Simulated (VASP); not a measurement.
Input of a VASP 6.6.1 run:

INCAR

```
SYSTEM = Ta2N
ALGO = Fast
EDIFF = 1E-6
ENCUT = 520
GGA = PS
ISIF = 2
ISMEAR = 0
LASPH = .True.
LCHARG = .False.
LREAL = .False.
LWAVE = .False.
NBANDS = 20
NELM = 80
PREC = Accurate
SIGMA = 0.15
```

File KPOINTS:

```
k-points
0
Gamma
  15 15 8
  0 0 0
```

POSCAR

```
Ta2N
1.0
    3.0782595490     -0.0538695421      0.0000000000
   -1.5857821664      2.6927857399      0.0000000000
    0.0000000000      0.0000000000      4.4862576314
Ta N
2 1
Direct
    0.6666666667      0.3333333333      0.7463700642
    0.3333333333      0.6666666667      0.2536299358
    0.0000000000      0.0000000000      0.0000000000
```

Potentials or basis: VASP PAW PBE potentials, release 64 (Ta_pv, N).

Launch:

```sh
$ cat potpaw_PBE.64/Ta_pv/POTCAR potpaw_PBE.64/N/POTCAR > POTCAR
$ mpirun -np 1 vasp_std > vasp.out
```

Q: Estimate the band gap on the k mesh.

A: Zero (an odd number of electrons rules out a gap without spin polarisation).

Q: Estimate the pressure.

A: 27.6 GPa.

Q: Estimate the largest force.

A: 0.057 eV/Å.

Stress tensor (GPa, compression positive):
```
20.61  6.99 -2.59
 6.99 20.66 -0.12
-2.59 -0.12 41.40
```

Caveat: the cell differs from its parent crystal (engineering shear strain xy -0.0350, normal strain along z -0.0700); the stress differs along the axes, from 21 to 41 GPa; the PAW data sets were made with another functional, which shifts forces and pressure a little; spin-orbit coupling is left out, which moves the levels of the heavy elements.
